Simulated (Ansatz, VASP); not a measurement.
One calculation of Mo, two programs

```
CELL_PARAMETERS angstrom
2.74882 0.00000 0.00000
-1.37441 2.38055 0.00000
0.00000 0.00000 2.49589
ATOMIC_POSITIONS crystal
Mo 0.00000 0.00000 0.50000
```

Change from the starting cell: strain +0.000 along x and y, -0.015 along z, atoms carried along.

Alike in both runs: task single point; functional r2SCAN; k mesh 24 × 24 × 24; occupations gaussian, width 0.15 eV; no spin polarisation.

|  | VASP | Ansatz |
| --- | --- | --- |
| version | VASP 6.6.1 | Ansatz 0.2.0 |
| potentials or method | VASP PAW PBE potentials, release 64 (Mo_sv), cutoff 520 eV | scalar-relativistic, plane waves, PAW |
| valence electrons in the cell | 14 | 14 |

```csv
,VASP,Ansatz,Ansatz less VASP
gap on the k mesh at the Fermi level (eV),none,none,-
pressure (GPa),4.2,3.1,-1.15
"traceless stress, the component that is largest in VASP (GPa)",1.69,1.33,-0.355
```

VASP's potentials were made for PBE, not for r2SCAN. A gap of «none» marks a metal or a gap that the smearing closes. The functional is the same, so the differences come from potentials, cutoffs and numerics.
